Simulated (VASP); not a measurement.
# Pt (P6_3/mmc) in VASP: a series of runs

Runs on Pt. Level: r2SCAN. Tasks: single point.

Everything below comes from runs of VASP 6.6.1. Logs are shortened: lines on timing, memory, paths and dates and some standing lists are left out, and cuts for length are marked.

## Step 1: The cell of the first run

It takes space group P6_3/mmc (No. 194, hexagonal). Conventional cell: a = 2.673 Å, b = 2.673 Å, c = 4.550 Å, α = 90.00°, β = 90.00°, γ = 120.00°. Within 3.5 Å of Pt (site symmetry -6m2) lie 12 Pt at 2.67 to 2.75 Å.

## Step 2: Single point, r2SCAN

POSCAR

```
Pt
1.0
    2.6733773945      0.0000000000      0.0000000000
   -1.3366886973      2.3152127376      0.0000000000
    0.0000000000      0.0000000000      4.5499214827
Pt
2
Direct
    0.3333333333      0.6666666667      0.2500000000
    0.6666666667      0.3333333333      0.7500000000
```

INCAR.step1

```
PREC = Accurate
ENCUT = 520
ISMEAR = -1
SIGMA = 0.05
LREAL = F
LASPH = T
NELM = 60
NBANDS = 17
GGA = PE
ALGO = Normal
EDIFF = 1E-4
LWAVE = T
LCHARG = F
```

INCAR.step2

```
PREC = Accurate
ENCUT = 520
EDIFF = 1E-6
ISMEAR = -1
SIGMA = 0.05
LREAL = F
LASPH = T
NELM = 60
ALGO = Normal
ISIF = 2
LWAVE = F
LCHARG = T
METAGGA = R2SCAN
LMIXTAU = T
LELF = T
LVHAR = T
NBANDS = 17
ISTART = 1
```

KPOINTS

```
regular mesh
0
Gamma
  8 8 5
```

Potentials or basis: VASP PAW PBE potentials, release 64 (Pt).

Command:

```console
cat potpaw_PBE.64/Pt/POTCAR > POTCAR
cp INCAR.step1 INCAR
mpirun -np 1 vasp_std > vasp.out
cp INCAR.step2 INCAR
mpirun -np 1 vasp_std > vasp.out
```

OUTCAR:

```text
PREC = Accurate
   ENCUT = 520
   EDIFF = 1E-6
   ISMEAR = -1
   LREAL = F
   LASPH = T
   NELM = 60
   ISIF = 2
   METAGGA = R2SCAN
   ISTART = 1

 ion  position               nearest neighbor table
   1  0.333  0.667  0.250-   2 2.75   2 2.75   2 2.75   2 2.75   2 2.75   2 2.75
   2  0.667  0.333  0.750-   1 2.75   1 2.75   1 2.75   1 2.75   1 2.75   1 2.75

  LATTYP: Found a hexagonal cell.
 ALAT       =     2.6733773945
 C/A-ratio  =     1.7019375910

  Lattice vectors:

 A1 = (   2.6733773945,   0.0000000000,   0.0000000000)
 A2 = (  -1.3366886973,   2.3152127376,   0.0000000000)
 A3 = (   0.0000000000,   0.0000000000,   4.5499214827)

Analysis of symmetry for initial positions (statically):
=====================================================================
 Subroutine PRICEL returns:
 Original cell was already a primitive cell.

 Routine SETGRP: Setting up the symmetry group for a
 hexagonal supercell.

 Subroutine GETGRP returns: Found 24 space group operations
 (whereof 12 operations were pure point group operations)
 out of a pool of 24 trial point group operations.

The static configuration has the point symmetry D_3d.
 The point group associated with its full space group is D_6h.

Analysis of symmetry for dynamics (positions and initial velocities):
=====================================================================
 Subroutine PRICEL returns:
 Original cell was already a primitive cell.

 Routine SETGRP: Setting up the symmetry group for a
 hexagonal supercell.

 Subroutine GETGRP returns: Found 24 space group operations
 (whereof 12 operations were pure point group operations)
 out of a pool of 24 trial point group operations.

The dynamic configuration has the point symmetry D_3d.
 The point group associated with its full space group is D_6h.

 Subroutine INISYM returns: Found 24 space group operations
 (whereof 12 operations are pure point group operations),
 and found     1 'primitive' translations

----------------------------------------------------------------------------------------

                                     Primitive cell

  volume of cell :      28.1615

  direct lattice vectors                    reciprocal lattice vectors
     2.673377395  0.000000000  0.000000000     0.374058673  0.215962875  0.000000000
    -1.336688697  2.315212738  0.000000000     0.000000000  0.431925751  0.000000000
     0.000000000  0.000000000  4.549921483     0.000000000  0.000000000  0.219784012

  length of vectors
     2.673377395  2.673377395  4.549921483     0.431925751  0.431925751  0.219784012

  position of ions in fractional coordinates (direct lattice)
     0.333333333  0.666666667  0.250000000
     0.666666667  0.333333333  0.750000000

  ion indices of the primitive-cell ions
   primitive index   ion index
                 1           1
                 2           2

----------------------------------------------------------------------------------------

 KPOINTS: regular mesh

Automatic generation of k-mesh.
 Grid dimensions read from file:
 generate k-points for:    8    8    5

 Generating k-lattice:

  Cartesian coordinates                     Fractional coordinates (reciprocal lattice)
     0.046757334  0.026995359  0.000000000     0.125000000  0.000000000  0.000000000
     0.000000000  0.053990719  0.000000000     0.000000000  0.125000000  0.000000000
     0.000000000  0.000000000  0.043956802     0.000000000  0.000000000  0.200000000

  Length of vectors
     0.053990719  0.053990719  0.043956802

  Shift w.r.t. Gamma in fractional coordinates (k-lattice)
     0.000000000  0.000000000  0.000000000

 Subroutine IBZKPT returns following result:
 ===========================================

 Found     30 irreducible k-points:

 Following reciprocal coordinates:
            Coordinates               Weight
  0.000000  0.000000  0.000000      1.000000
  0.125000  0.000000  0.000000      6.000000
  0.250000  0.000000  0.000000      6.000000
  0.375000 -0.000000  0.000000      6.000000
  0.500000  0.000000  0.000000      3.000000
  0.125000  0.125000  0.000000      6.000000
[... 16 lines left out ...]
  0.250000  0.000000  0.400000     12.000000
  0.375000 -0.000000  0.400000     12.000000
 [... further k-points ...]
   k-points           NKPTS =     30   k-points in BZ     NKDIM =     30   number of bands    NBANDS=     17
   number of dos      NEDOS =    301   number of ions     NIONS =      2
   total plane-waves  NPLWV =  14400
   dimension x,y,z NGX =    20 NGY =   20 NGZ =   36
   dimension x,y,z NGXF=    40 NGYF=   40 NGZF=   72
   ions per type =               2
   NGX,Y,Z   is equivalent  to a cutoff of  12.44, 12.44, 13.15 a.u.
   NGXF,Y,Z  is equivalent  to a cutoff of  24.87, 24.87, 26.31 a.u.
 SYSTEM =  unknown system
   PREC   = accura    normal or accurate (medium, high low for compatibility)
   ISTART =      1    job   : 0-new  1-cont  2-samecut
   ICHARG =      0    charge: 1-file 2-atom 10-const
   ISPIN  =      1    spin polarized calculation?
   LNONCOLLINEAR =      F non collinear calculations
   LSORBIT =      F    spin-orbit coupling
   LASPH  =      T    aspherical Exc in radial PAW
   ENCUT  =  520.0 eV  38.22 Ry    6.18 a.u.   4.97  4.97  8.46*2*pi/ulx,y,z
   NELM   =     60;   NELMIN=  2; NELMDL=  0     # of ELM steps
   EDIFF  = 0.1E-05   stopping-criterion for ELM
   LREAL  =      F    real-space projection
   EDIFFG = 0.1E-04   stopping-criterion for IOM
   NSW    =      0    number of steps for IOM
   IBRION =     -1    ionic relax: 0-MD 1-quasi-New 2-CG
   NFREE  =      0    steps in history (QN), initial steepest desc. (CG)
   ISIF   =      2    stress and relaxation
   ISYM   =      2    0-nonsym 1-usesym 2-fastsym
   POTIM  = 0.5000    time-step for ionic-motion
   TEBEG  =    0.0;   TEEND  =   0.0 temperature during run
   PSTRESS=    0.0 pullay stress
   NELECT =      20.0000    total number of electrons
   NUPDOWN=      -1.0000    fix difference up-down
   EMIN   =  10.00;   EMAX   =-10.00  energy-range for DOS
   EFERMI =   0.00;   METHOD = LEGACY
   ISMEAR =    -1;   SIGMA  =   0.05  broadening in eV -4-tet -1-fermi 0-gaus
   EFERMI_NEDOS =   21; number of points for ismear=-14 and -15
   IALGO  =     38    algorithm
   IMIX   =      4    mixing-type and parameters
     AMIX     =   0.40;   BMIX     =  1.00
     AMIX_MAG =   1.60;   BMIX_MAG =  1.00
  volume/ion in A,a.u.               =      14.08        95.02
  Fermi-wavevector in a.u.,A,eV,Ry     =   1.460606  2.760145 29.026267  2.133370
  Thomas-Fermi vector in A             =   2.577036
   LORBIT       =      0    0 simple, 1 ext, 2 COOP (PROOUT), +10 PAW based schemes
   METAGGA = R2SCAN    functional components
   LHFCALC =     F    Hartree Fock is set to
   AEXX    =    0.0000 exact exchange contribution
   IVDW    =     0    specifies the selected vdW correction
   LEPSILON=     F    determine dielectric tensor
   LRPA    =     F    only Hartree local field effects (RPA)
 non-spin polarized calculation
  energy-cutoff  :      520.00
  volume of cell :       28.16
 maximum number of plane-waves:       781
 NGX is ok and might be reduce to    20
   NGX =  9   NGY =  9   NGZ = 17

 number of electron      20.0000002 magnetization

 Free energy of the ion-electron system (eV)
  ---------------------------------------------------
  ext. energy  EPLUGINS =         0.00000000
  ---------------------------------------------------
  free energy    TOTEN  =      -102.63502025 eV

  energy without entropy =     -102.61393796  energy(sigma->0) =     -102.62447910

 E-fermi :  12.3100     XC(G=0): -15.1225

 val. band max:       12.2922934779   @ k =   0.5000   0.0000   0.4000
 cond. band min:      12.3255332230   @ k =   0.2500   0.0000   0.0000
 fundamental gap:      0.0332397451
 Fermi energy:        12.3100311110

 k-point     1 :       0.0000    0.0000    0.0000
  band No.  band energies     occupation
      1       1.0653      2.00000
      2       3.9001      2.00000
      3       7.6367      2.00000
      4       8.1140      2.00000
      5       8.1140      2.00000
      6       8.6113      2.00000
[... 9 lines left out ...]
     16      30.6257      0.00000
     17      35.4501      0.00000

 k-point     2 :       0.1250    0.0000    0.0000
  band No.  band energies     occupation
      1       1.6993      2.00000
      2       4.4588      2.00000
      3       7.3596      2.00000
      4       8.1878      2.00000
      5       8.4641      2.00000
      6       8.6277      2.00000
[... 9 lines left out ...]
     16      31.3241      0.00000
     17      33.0392      0.00000

 k-point     3 :       0.2500    0.0000    0.0000
  band No.  band energies     occupation
      1       3.2661      2.00000
      2       5.2257      2.00000
      3       6.9811      2.00000
      4       7.2559      2.00000
      5       7.7366      2.00000
      6       8.9534      2.00000
[... 9 lines left out ...]
     16      29.7219      0.00000
     17      32.2754      0.00000

 k-point     4 :       0.3750   -0.0000    0.0000
  band No.  band energies     occupation
      1       4.4455      2.00000
      2       4.8362      2.00000
      3       5.7324      2.00000
      4       7.9624      2.00000
      5       8.4468      2.00000
      6       8.4505      2.00000
[... 9 lines left out ...]
     16      27.6312      0.00000
     17      27.8157      0.00000
[... 343 lines left out ...]
      1       3.1161      2.00000
      2       4.1659      2.00000
      3       7.1998      2.00000
      4       7.2433      2.00000
      5       7.7411      2.00000
      6       8.2616      2.00000
[... 9 lines left out ...]
     16      30.1455      0.00000
     17      32.0497      0.00000

 k-point    23 :       0.2500    0.0000    0.4000
  band No.  band energies     occupation
      1       4.2429      2.00000
      2       5.1179      2.00000
      3       6.3865      2.00000
      4       6.8605      2.00000
      5       7.8293      2.00000
      6       8.3673      2.00000
[... 9 lines left out ...]
     16      29.7220      0.00000
     17      32.0207      0.00000

 k-point    24 :       0.3750   -0.0000    0.4000
  band No.  band energies     occupation
      1       4.3750      2.00000
      2       4.8162      2.00000
      3       6.0456      2.00000
      4       6.3243      2.00000
      5       9.4626      2.00000
      6       9.5476      2.00000
[... 9 lines left out ...]
     16      29.0480      0.00000
     17      29.5872      0.00000

 [... further k-points ...]
[... 5 lines left out ...]
  --------------------------------------------------------------------------------------
  -------------------------------------------------------------------------------------
  Total        5.5148715      5.5148715      5.4574460     -0.0000000     -0.0000000     -0.0000000
  in kB      313.7551782    313.7551783    310.4880959     -0.0000000     -0.0000000     -0.0000000
  external PRESSURE =     312.6661508 kB  Pullay stress =       0.0000000 kB

 VOLUME and BASIS-vectors are now :
 -----------------------------------------------------------------------------
  energy-cutoff  :      520.00
  volume of cell :       28.16
      direct lattice vectors                 reciprocal lattice vectors
     2.673377395  0.000000000  0.000000000     0.374058673  0.215962875  0.000000000
    -1.336688697  2.315212738  0.000000000     0.000000000  0.431925751  0.000000000
     0.000000000  0.000000000  4.549921483     0.000000000  0.000000000  0.219784012

 POSITION                                       TOTAL-FORCE (eV/Angst)
 -----------------------------------------------------------------------------------
     -0.00000      1.54348      1.13748        -0.000000      0.000000      0.000000
      1.33669      0.77174      3.41244         0.000000     -0.000000      0.000000
 -----------------------------------------------------------------------------------
    total drift:                                0.000000     -0.000000      0.000000

  FREE ENERGIE OF THE ION-ELECTRON SYSTEM (eV)
  ---------------------------------------------------
  free  energy   TOTEN  =      -102.6350202456 eV

  energy  without entropy=     -102.6139379582  energy(sigma->0) =     -102.62447910
```

Run time: 22 s. Hardware: 1 thread of Intel Xeon 6975P-C (Granite Rapids), shared host; peak memory 0.15 GiB.

What came out:

```
Free energy            : -102.6350 eV
Pressure               : 31.3 GPa
Band gap on the k mesh : zero (band 10 reaches 12.93 eV, above the bottom of band 11 at 11.51 eV)
```

Stress tensor (GPa, compression positive):
```
31.38  0.00  0.00
 0.00 31.38  0.00
 0.00  0.00 31.05
```

Caveat: the PAW data sets were made with another functional, which shifts forces and pressure a little; spin-orbit coupling is left out, which moves the levels of the heavy elements.

(Part 1 of 3 ends here.)
